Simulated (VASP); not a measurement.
# Ni (Fm-3m) in VASP: a series of runs

The runs below take Ni through single point, with PBE+D3(BJ).

Everything below comes from runs of VASP 6.6.1. Logs are shortened: lines on timing, memory, paths and dates and some standing lists are left out, and cuts for length are marked.

## Step 1: The cell of the first run

Symmetry: Fm-3m, No. 225, cubic system. Conventional cell: a = 3.524 Å, b = 3.524 Å, c = 3.524 Å, α = 90.00°, β = 90.00°, γ = 90.00°. Within 3.3 Å of Ni (site symmetry m-3m) lie 12 Ni at 2.49 Å.

## Step 2: Single point, PBE+D3(BJ), collinear spin, ferromagnetic start

Contents of INCAR:

```
PREC = Accurate
ENCUT = 520
EDIFF = 1E-7
ISMEAR = 0
SIGMA = 0.1
LREAL = False
LASPH = True
NELM = 150
ALGO = Normal
ISIF = 2
LWAVE = False
LCHARG = False
ISPIN = 2
MAGMOM = 2
LORBIT = 11
LMAXMIX = 4
GGA = PE
IVDW = 12
NBANDS = 15
```

Contents of KPOINTS:

```
Automatic mesh
0
Gamma
  8 8 8
```

Contents of POSCAR:

```
Ni
1.0
    0.0000000000      1.7619350000      1.7619350000
    1.7619350000      0.0000000000      1.7619350000
    1.7619350000      1.7619350000      0.0000000000
Ni
1
Direct
    0.0000000000      0.0000000000      0.0000000000
```

Potentials or basis: VASP PAW PBE potentials, release 64 (Ni).

Command:

```console
$ cat potpaw_PBE.64/Ni/POTCAR > POTCAR
$ mpirun -np 1 vasp_std > vasp.out
```

OUTCAR:

```text
PREC = Accurate
   ENCUT = 520
   EDIFF = 1E-7
   ISMEAR = 0
   LREAL = False
   LASPH = True
   NELM = 150
   ISIF = 2
   ISPIN = 2
   LORBIT = 11
   GGA = PE
   IVDW = 12
 IVDW          = 12

 ion  position               nearest neighbor table
   1  0.000  0.000  0.000-

  LATTYP: Found a face centered cubic cell.
 ALAT       =     3.5238700000

  Lattice vectors:

 A1 = (   0.0000000000,   1.7619350000,   1.7619350000)
 A2 = (   1.7619350000,   0.0000000000,   1.7619350000)
 A3 = (   1.7619350000,   1.7619350000,   0.0000000000)

Analysis of symmetry for initial positions (statically):
=====================================================================
 Subroutine PRICEL returns:
 Original cell was already a primitive cell.

 Routine SETGRP: Setting up the symmetry group for a
 face centered cubic supercell.

 Subroutine GETGRP returns: Found 48 space group operations
 (whereof 48 operations were pure point group operations)
 out of a pool of 48 trial point group operations.

The static configuration has the point symmetry O_h .

Analysis of symmetry for dynamics (positions and initial velocities):
=====================================================================
 Subroutine PRICEL returns:
 Original cell was already a primitive cell.

 Routine SETGRP: Setting up the symmetry group for a
 face centered cubic supercell.

 Subroutine GETGRP returns: Found 48 space group operations
 (whereof 48 operations were pure point group operations)
 out of a pool of 48 trial point group operations.

The dynamic configuration has the point symmetry O_h .

Analysis of structural, dynamic, and magnetic symmetry:
=====================================================================
 Subroutine PRICEL returns:
 Original cell was already a primitive cell.

 Routine SETGRP: Setting up the symmetry group for a
 face centered cubic supercell.

 Subroutine GETGRP returns: Found 48 space group operations
 (whereof 48 operations were pure point group operations)
 out of a pool of 48 trial point group operations.

The overall configuration has the point symmetry O_h .

 Subroutine INISYM returns: Found 48 space group operations
 (whereof 48 operations are pure point group operations),
 and found     1 'primitive' translations

----------------------------------------------------------------------------------------

                                     Primitive cell

  volume of cell :      10.9396

  direct lattice vectors                    reciprocal lattice vectors
     0.000000000  1.761935000  1.761935000    -0.283778914  0.283778914  0.283778914
     1.761935000  0.000000000  1.761935000     0.283778914 -0.283778914  0.283778914
     1.761935000  1.761935000  0.000000000     0.283778914  0.283778914 -0.283778914

  length of vectors
     2.491752373  2.491752373  2.491752373     0.491519496  0.491519496  0.491519496

  position of ions in fractional coordinates (direct lattice)
     0.000000000  0.000000000  0.000000000

  ion indices of the primitive-cell ions
   primitive index   ion index
                 1           1

----------------------------------------------------------------------------------------

 KPOINTS: Automatic mesh

Automatic generation of k-mesh.
 Grid dimensions read from file:
 generate k-points for:    8    8    8

 Generating k-lattice:

  Cartesian coordinates                     Fractional coordinates (reciprocal lattice)
    -0.035472364  0.035472364  0.035472364     0.125000000  0.000000000  0.000000000
     0.035472364 -0.035472364  0.035472364     0.000000000  0.125000000  0.000000000
     0.035472364  0.035472364 -0.035472364     0.000000000  0.000000000  0.125000000

  Length of vectors
     0.061439937  0.061439937  0.061439937

  Shift w.r.t. Gamma in fractional coordinates (k-lattice)
     0.000000000  0.000000000  0.000000000

 Subroutine IBZKPT returns following result:
 ===========================================

 Found     29 irreducible k-points:

 Following reciprocal coordinates:
            Coordinates               Weight
  0.000000  0.000000  0.000000      1.000000
  0.125000  0.000000  0.000000      8.000000
  0.250000  0.000000  0.000000      8.000000
  0.375000  0.000000  0.000000      8.000000
  0.500000  0.000000  0.000000      4.000000
  0.125000  0.125000  0.000000      6.000000
[... 16 lines left out ...]
  0.500000  0.250000  0.125000     48.000000
 -0.375000  0.250000  0.125000     24.000000
 [... further k-points ...]
   k-points           NKPTS =     29   k-points in BZ     NKDIM =     29   number of bands    NBANDS=     15
   number of dos      NEDOS =    301   number of ions     NIONS =      1
   total plane-waves  NPLWV =   8000
   dimension x,y,z NGX =    20 NGY =   20 NGZ =   20
   dimension x,y,z NGXF=    40 NGYF=   40 NGZF=   40
   ions per type =               1
   NGX,Y,Z   is equivalent  to a cutoff of  13.34, 13.34, 13.34 a.u.
   NGXF,Y,Z  is equivalent  to a cutoff of  26.69, 26.69, 26.69 a.u.
 SYSTEM =  unknown system
   PREC   = accura    normal or accurate (medium, high low for compatibility)
   ISTART =      0    job   : 0-new  1-cont  2-samecut
   ICHARG =      2    charge: 1-file 2-atom 10-const
   ISPIN  =      2    spin polarized calculation?
   LNONCOLLINEAR =      F non collinear calculations
   LSORBIT =      F    spin-orbit coupling
   LASPH  =      T    aspherical Exc in radial PAW
   ENCUT  =  520.0 eV  38.22 Ry    6.18 a.u.   4.63  4.63  4.63*2*pi/ulx,y,z
   NELM   =    150;   NELMIN=  2; NELMDL= -5     # of ELM steps
   EDIFF  = 0.1E-06   stopping-criterion for ELM
   LREAL  =      F    real-space projection
   EDIFFG = 0.1E-05   stopping-criterion for IOM
   NSW    =      0    number of steps for IOM
   IBRION =     -1    ionic relax: 0-MD 1-quasi-New 2-CG
   NFREE  =      0    steps in history (QN), initial steepest desc. (CG)
   ISIF   =      2    stress and relaxation
   ISYM   =      2    0-nonsym 1-usesym 2-fastsym
   POTIM  = 0.5000    time-step for ionic-motion
   TEBEG  =    0.0;   TEEND  =   0.0 temperature during run
   PSTRESS=    0.0 pullay stress
   NELECT =      10.0000    total number of electrons
   NUPDOWN=      -1.0000    fix difference up-down
   EMIN   =  10.00;   EMAX   =-10.00  energy-range for DOS
   EFERMI =   0.00;   METHOD = LEGACY
   ISMEAR =     0;   SIGMA  =   0.10  broadening in eV -4-tet -1-fermi 0-gaus
   EFERMI_NEDOS =   21; number of points for ismear=-14 and -15
   IALGO  =     38    algorithm
   IMIX   =      4    mixing-type and parameters
     AMIX     =   0.40;   BMIX     =  1.00
     AMIX_MAG =   1.60;   BMIX_MAG =  1.00
  volume/ion in A,a.u.               =      10.94        73.82
  Fermi-wavevector in a.u.,A,eV,Ry     =   1.588821  3.002436 34.345893  2.524352
  Thomas-Fermi vector in A             =   2.687765
   LORBIT       =     11    0 simple, 1 ext, 2 COOP (PROOUT), +10 PAW based schemes
   GGA     = PE    functional components
   LHFCALC =     F    Hartree Fock is set to
   AEXX    =    0.0000 exact exchange contribution
   IVDW    =    12    specifies the selected vdW correction
   LEPSILON=     F    determine dielectric tensor
   LRPA    =     F    only Hartree local field effects (RPA)
 spin polarized calculation
 Gauss-broadening in eV      SIGMA  =   0.10
  energy-cutoff  :      520.00
  volume of cell :       10.94
 maximum number of plane-waves:       304
   NGX =  9   NGY =  9   NGZ =  9

 number of electron      10.0000010 magnetization       0.6992727

 Free energy of the ion-electron system (eV)
  ---------------------------------------------------
  ext. energy  EPLUGINS =         0.00000000
  ---------------------------------------------------
  free energy    TOTEN  =        -5.47423433 eV

  energy without entropy =       -5.46435508  energy(sigma->0) =       -5.46929470

 E-fermi :   9.2933     XC(G=0): -13.2266

 val. band max:        9.2592555787   @ k =   0.3750   0.3750   0.0000
 cond. band min:       9.2959051155   @ k =   0.5000   0.3750   0.1250
 fundamental gap:      0.0366495368
 Fermi energy:         9.2933084382

 spin component 1

 k-point     1 :       0.0000    0.0000    0.0000
  band No.  band energies     occupation
      1       0.3178      1.00000
      2       6.8188      1.00000
      3       6.8188      1.00000
      4       6.8188      1.00000
      5       7.9833      1.00000
      6       7.9833      1.00000
      7      32.9715      0.00000
      8      36.7846      0.00000
      9      36.7846      0.00000
     10      36.7846      0.00000
     11      39.6935      0.00000
     12      39.6935      0.00000
     13      39.6935      0.00000
     14      42.6951      0.00000
     15      48.9095      0.00000

 k-point     2 :       0.1250    0.0000    0.0000
  band No.  band energies     occupation
      1       0.9182      1.00000
      2       6.6792      1.00000
      3       6.9374      1.00000
      4       6.9374      1.00000
      5       7.9418      1.00000
      6       7.9418      1.00000
      7      30.0189      0.00000
      8      33.9828      0.00000
      9      35.7415      0.00000
     10      35.7416      0.00000
     11      40.8939      0.00000
     12      41.2701      0.00000
     13      41.2701      0.00000
     14      45.6242      0.00000
     15      45.6242      0.00000
[... 365 lines left out ...]
      3       6.5211      1.00000
      4       7.5782      1.00000
      5       8.3213      1.00000
      6      10.3465      0.00000
      7      19.0477      0.00000
      8      24.6492      0.00000
      9      27.7595      0.00000
     10      35.3172      0.00000
     11      39.0400      0.00000
     12      43.4373      0.00000
     13      46.3444      0.00000
     14      51.2887      0.00000
     15      53.6638      0.00000

 k-point    24 :      -0.3750    0.2500    0.1250
  band No.  band energies     occupation
      1       5.3115      1.00000
      2       6.1642      1.00000
      3       6.7448      1.00000
      4       7.4566      1.00000
      5       8.5395      1.00000
      6      12.6091      0.00000
      7      15.3097      0.00000
      8      25.2167      0.00000
      9      26.0868      0.00000
     10      34.9232      0.00000
     11      39.0548      0.00000
     12      46.4131      0.00000
     13      48.7992      0.00000
     14      49.4968      0.00000
     15      50.9350      0.00000

 [... further k-points ...]

 spin component 2

 k-point     1 :       0.0000    0.0000    0.0000
  band No.  band energies     occupation
      1       0.2996      1.00000
      2       7.6420      1.00000
      3       7.6420      1.00000
      4       7.6420      1.00000
      5       8.6411      1.00000
      6       8.6411      1.00000
      7      32.8189      0.00000
      8      36.7838      0.00000
      9      36.7838      0.00000
     10      36.7838      0.00000
     11      39.8223      0.00000
     12      39.8223      0.00000
     13      39.8223      0.00000
     14      42.5735      0.00000
     15      49.1354      0.00000

 k-point     2 :       0.1250    0.0000    0.0000
  band No.  band energies     occupation
      1       0.9015      1.00000
      2       7.4796      1.00000
      3       7.7618      1.00000
      4       7.7618      1.00000
      5       8.6006      1.00000
      6       8.6006      1.00000
      7      30.0738      0.00000
      8      33.8844      0.00000
      9      35.8101      0.00000
     10      35.8101      0.00000
     11      40.8552      0.00000
     12      41.3002      0.00000
     13      41.3002      0.00000
     14      45.8275      0.00000
     15      45.8275      0.00000
[... 365 lines left out ...]
      3       7.1876      1.00000
      4       8.2677      1.00000
      5       9.1456      0.98165
      6      10.9174      0.00000
      7      19.2766      0.00000
      8      24.7650      0.00000
      9      27.8574      0.00000
     10      35.3531      0.00000
     11      39.0740      0.00000
     12      43.5413      0.00000
     13      46.3343      0.00000
     14      51.4363      0.00000
     15      54.2672      0.00000

 k-point    24 :      -0.3750    0.2500    0.1250
  band No.  band energies     occupation
      1       5.8679      1.00000
      2       6.6241      1.00000
      3       7.4020      1.00000
      4       8.1354      1.00000
      5       9.3980      0.06938
      6      12.9005      0.00000
      7      15.6898      0.00000
      8      25.3071      0.00000
      9      26.2164      0.00000
     10      34.9408      0.00000
     11      39.1108      0.00000
     12      46.3913      0.00000
     13      48.8804      0.00000
     14      49.6279      0.00000
     15      51.2315      0.00000

 [... further k-points ...]

------------------------ aborting loop because EDIFF is reached ----------------------------------------

 Edisp (eV)   -0.46023

 E8    (eV) :    -0.1989

  FORCE on cell =-STRESS in cart. coord.  units (eV):
  Direction    XX          YY          ZZ          XY          YZ          ZX
  --------------------------------------------------------------------------------------
  -------------------------------------------------------------------------------------
  Total      -0.51206    -0.51206    -0.51206     0.00000     0.00000    -0.00000
  in kB     -74.99531   -74.99531   -74.99531     0.00000     0.00000    -0.00000
  external pressure =      -75.00 kB  Pullay stress =        0.00 kB

 VOLUME and BASIS-vectors are now :
 -----------------------------------------------------------------------------
  energy-cutoff  :      520.00
  volume of cell :       10.94
      direct lattice vectors                 reciprocal lattice vectors
     0.000000000  1.761935000  1.761935000    -0.283778914  0.283778914  0.283778914
     1.761935000  0.000000000  1.761935000     0.283778914 -0.283778914  0.283778914
     1.761935000  1.761935000  0.000000000     0.283778914  0.283778914 -0.283778914

 POSITION                                       TOTAL-FORCE (eV/Angst)
 -----------------------------------------------------------------------------------
      0.00000      0.00000      0.00000        -0.000000     -0.000000      0.000000
 -----------------------------------------------------------------------------------
    total drift:                                0.000000      0.000000      0.000000

  FREE ENERGIE OF THE ION-ELECTRON SYSTEM (eV)
  ---------------------------------------------------
  free  energy   TOTEN  =        -5.9344668490 eV

  energy  without entropy=       -5.9245875939  energy(sigma->0) =       -5.92952722

 total charge

# of ion       s       p       d       tot
------------------------------------------
    1        0.496   0.498   8.303   9.298

 magnetization (x)

# of ion       s       p       d       tot
------------------------------------------
    1       -0.004  -0.022   0.736   0.710
```

Wall time 16 s (1 thread of Intel Xeon Platinum 8488C (Sapphire Rapids), shared host); peak memory 0.14 GiB.

Results:

* Free energy: -5.9345 eV
* Pressure: -7.5 GPa
* Net moment: 0.70 μB per cell
* Site moments: Ni +0.71 μB
* Valence electrons inside the program's atomic spheres: Ni 9.30
* Dispersion energy per atom: -0.460 eV

Caveat: the k points lie up to 0.39 Å⁻¹ apart; pairwise dispersion overbinds metals, which lowers pressure and volume.

(Continued in part 2 of 2.)
